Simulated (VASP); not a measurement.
Wanted: the native input for a VASP 6.6.1 run.

- Task: single point
- Functional: PBE
- Potentials or basis: VASP PAW PBE potentials, release 64 (Zr_sv, S)
- Cutoff: 520 eV
- k mesh: 12 × 12 × 12
- Occupations: gaussian, width 0.15 eV
- Spin: no spin polarisation
- Dipole correction: no
- Further INCAR settings: ALGO = Normal; EDIFF = 1e-06; NBANDS = 32

The structure of Zr3S2 lies in POSCAR:

```
Zr3S2
1.0
    2.7504512434      1.5879737658      3.6543929211
   -2.7504512434      1.5879737658      3.6543929211
    0.0000000000     -3.1759475315      3.6543929212
Zr S
3 2
Direct
    0.1621066357      0.8378933643      0.5000000000
    0.5000000000      0.1621066357      0.8378933643
    0.8378933643      0.5000000000      0.1621066357
    0.3347765468      0.3347765468      0.3347765468
    0.6652234532      0.6652234532      0.6652234532
```

This cell differs from its parent crystal: strain -0.050 along x and y, +0.050 along z.

The input as run:

INCAR

```
PREC = Accurate
ENCUT = 520
EDIFF = 1E-6
ISMEAR = 0
SIGMA = 0.15
LREAL = False
LASPH = True
NELM = 60
ALGO = Normal
ISIF = 2
LWAVE = False
LCHARG = False
GGA = PE
NBANDS = 32
```

KPOINTS

```
Automatic mesh
0
Gamma
  12 12 12
```

Potentials or basis: VASP PAW PBE potentials, release 64 (Zr_sv, S).

Command:

```console
$ cat potpaw_PBE.64/Zr_sv/POTCAR potpaw_PBE.64/S/POTCAR > POTCAR
$ mpirun -np 1 vasp_std > vasp.out
```

It gave:

The pressure is 6.8 GPa and the largest force is 0.214 eV/Å. The band gap on the k mesh is zero (band 24 reaches 9.69 eV, above the bottom of band 25 at 9.21 eV).

Caveat: the cell differs from its parent crystal (strain -0.050 along x and y, +0.050 along z).

It took 16 min on 1 thread of AMD EPYC 7R43 64-Core Processor (Zen 3), on a shared host, peak memory 0.49 GiB.
